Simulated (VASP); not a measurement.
Set up this calculation in VASP 6.6.1, as the native input.

| Quantity | Value |
| --- | --- |
| Task | single point |
| Functional | PBEsol |
| Potentials or basis | VASP PAW PBE potentials, release 64 (Al, Cu) |
| Cutoff | 520 eV |
| k mesh | 12 × 12 × 12 |
| Occupations | gaussian, width 0.15 eV |
| Spin | no spin polarisation |
| Dipole correction | no |
| Further INCAR settings | ALGO = Fast; EDIFF = 1e-06; NBANDS = 26 |

The structure of Al2Cu lies in POSCAR:

```
Al2Cu
1.0
   -2.9965506923      2.9965506923      2.4139243086
    2.9965506923     -2.9965506923      2.4139243086
    2.9965506923      2.9965506923     -2.4139243086
Al Cu
4 2
Direct
    0.1637444625      0.6548954535      0.8186399160
    0.6637444625      0.8451045465      0.5088490091
    0.8362555375      0.3451045465      0.1813600840
    0.3362555375      0.1548954535      0.4911509909
    0.7500000000      0.7500000000      0.0000000000
    0.2500000000      0.2500000000      0.0000000000
```

This cell differs from its parent crystal: atoms displaced along a vibrational mode.

One way to write it, as run:

INCAR

```
PREC = Accurate ; ENCUT = 520
EDIFF = 1E-6 ; ISMEAR = 0
SIGMA = 0.15 ; LREAL = F
LASPH = T ; NELM = 60
ALGO = Fast ; ISIF = 2
LWAVE = F ; LCHARG = F
GGA = PS ; NBANDS = 26
```

KPOINTS

```
regular mesh
0
Gamma
  12 12 12
```

Potentials or basis: VASP PAW PBE potentials, release 64 (Al, Cu).

Command:

```console
$ cat potpaw_PBE.64/Al/POTCAR potpaw_PBE.64/Cu/POTCAR > POTCAR
$ mpirun -np 1 vasp_std > vasp.out
```

It gave:

```yaml
Pressure: 0.1 GPa
Largest_force: 0.237 eV/Å
Band_gap_on_the_k_mesh: zero (bands 17 and 18 overlap by 4.39 eV)
```

Caveat: the cell differs from its parent crystal (atoms displaced along a vibrational mode); the PAW data sets were made with another functional, which shifts forces and pressure a little.

It took 20 min on 1 thread of Oxide Virtual Turin-like Processor, on a shared host, peak memory 0.57 GiB.
